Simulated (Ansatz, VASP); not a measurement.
One calculation of HfO2, two programs

The input INCAR:

```
SYSTEM = HfO2
PREC     = Accurate       ! precision mode
ENCUT    = 520            ! plane-wave cutoff, eV
EDIFF    = 1E-7           ! SCF threshold, eV
ISMEAR   = 0              ! smearing method
SIGMA    = 0.05           ! smearing width, eV
LREAL    = .FALSE.        ! projectors in reciprocal space
LASPH    = .TRUE.         ! aspherical terms in the spheres
NELM     = 80             ! most SCF steps
ALGO     = Normal         ! electronic algorithm
ISIF     = 2              ! what is computed and relaxed
LWAVE    = .FALSE.        ! write WAVECAR
LCHARG   = .FALSE.        ! write CHGCAR
GGA      = PE             ! functional
NBANDS   = 18             ! bands
```

KPOINTS

```
regular mesh
0
G
  8 8 8
  0 0 0
```

Contents of POSCAR:

```
HfO2
1.0
    0.0000000000      2.5575000000      2.4296250000
    2.5575000000      0.0000000000      2.4296250000
    2.5575000000      2.5575000000      0.0000000000
Hf O
1 2
Direct
    0.0000000000      0.0000000000      0.0000000000
    0.2500000000      0.2500000000      0.2500000000
    0.7500000000      0.7500000000      0.7500000000
```

Input for Ansatz:

```yaml
crystal:
  lattice:
    - [0.0, 2.5575, 2.429625]
    - [2.5575, 0.0, 2.429625]
    - [2.5575, 2.5575, 0.0]
  atoms:
    - { symbol: Hf, position: [0.0, 0.0, 0.0] }
    - { symbol: O, position: [0.25, 0.25, 0.25] }
    - { symbol: O, position: [0.75, 0.75, 0.75] }
basis:
  ecutwfc: 420
kpoints:
  mp_grid: { grid: [8, 8, 8] }
hamiltonian:
  xc: pbe
scf:
  occupations: { method: gaussian, width: 0.05 }
output:
  forces: true
  stress: true
  eigenvalues: true
```

Change from the starting cell: strain +0.000 along x and y, -0.050 along z, atoms carried along.

Alike in both runs: task single point; functional PBE; k mesh 8 × 8 × 8; occupations gaussian, width 0.05 eV; no spin polarisation.

|  | VASP | Ansatz |
| --- | --- | --- |
| version | VASP 6.6.1 | Ansatz 0.2.0 |
| potentials or method | VASP PAW PBE potentials, release 64 (Hf_pv, O), cutoff 520 eV | scalar-relativistic, plane waves, PAW |
| valence electrons in the cell | 22 | 38 |

```tsv
	VASP	Ansatz	Ansatz less VASP
gap on the k mesh at the Fermi level (eV)	3.24	3.24	+0.003
least direct gap on the mesh (eV)	3.42	3.41	-0.012
pressure (GPa)	7.1	11.1	+4.00
traceless stress, the component that is largest in VASP (GPa)	16.51	16.20	-0.312
```

VASP's potentials hold 22 valence electrons a cell and Ansatz's 38, so a difference there can come from the potentials and not from the codes.

Spin-orbit coupling is off throughout.
